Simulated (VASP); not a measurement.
## Mg3TiN3: single point with PBE

The system is Mg3TiN3.

```
Mg Ti N
1.0
     4.32889    0.00301   -0.00343
     0.00300    4.32978   -0.00452
    -0.00326   -0.00424    4.32640
Mg Ti N
3 1 3
Direct
  0.99679 0.50159 0.49854
  0.50160 0.99680 0.49849
  0.50151 0.50155 0.00327
  0.02342 0.02349 0.97652
  0.48382 0.99638 0.00358
  0.99638 0.48374 0.00364
  0.99649 0.99645 0.51596
```

```
Program             : VASP 6.6.1
Task                : single point
Functional          : PBE
Potentials or basis : VASP PAW PBE potentials, release 64 (Mg, Ti_sv, N)
Cutoff              : 520 eV
k mesh              : 6 × 6 × 6
Occupations         : gaussian, width 0.2 eV
Spin                : no spin polarisation
```

```yaml
Pressure: -0.2 GPa
Largest_force: 0.031 eV/Å
```

Forces in eV/Å, atoms in the order of the input:
```
Mg  -0.001 -0.003  0.001
Mg  -0.002 -0.001  0.000
Mg  -0.002 -0.002  0.001
Ti  -0.016 -0.014  0.022
N    0.023  0.000 -0.002
N    0.001  0.023 -0.004
N   -0.004 -0.003 -0.018
```

Stress tensor (GPa, compression positive):
```
-0.22  0.01  0.01
 0.01 -0.24  0.07
 0.01  0.07 -0.14
```

Levels at points of the mesh, in eV from the Fermi level:
```csv
k point,band 13,band 14,band 15,band 16,band 17,band 18,band 19,band 20
"(0.00, 0.00, 0.00)",-2.25,-1.93,-1.43,-1.35,-1.35,0.64,0.64,0.87
"(0.50, 0.00, 0.00)",-3.77,-2.84,-1.69,-1.47,0.82,0.93,1.97,2.08
"(0.00, 0.50, 0.00)",-3.77,-2.84,-1.68,-1.47,0.82,0.93,1.97,2.08
"(0.50, 0.50, 0.00)",-3.41,-3.31,-2.42,-1.26,0.19,1.94,2.02,2.45
"(0.00, 0.00, 0.50)",-3.77,-2.84,-1.69,-1.47,0.83,0.93,1.98,2.08
"(0.50, 0.00, 0.50)",-3.41,-3.31,-2.42,-1.26,0.19,1.94,2.02,2.45
"(0.00, 0.50, 0.50)",-3.42,-3.31,-2.42,-1.26,0.19,1.94,2.02,2.45
"(0.50, 0.50, 0.50)",-3.75,-1.80,-1.26,-1.26,-1.25,2.15,2.22,2.22
```

It took 2.8 min on 1 thread of Intel Xeon 6975P-C (shared host), peak memory 0.34 GiB.
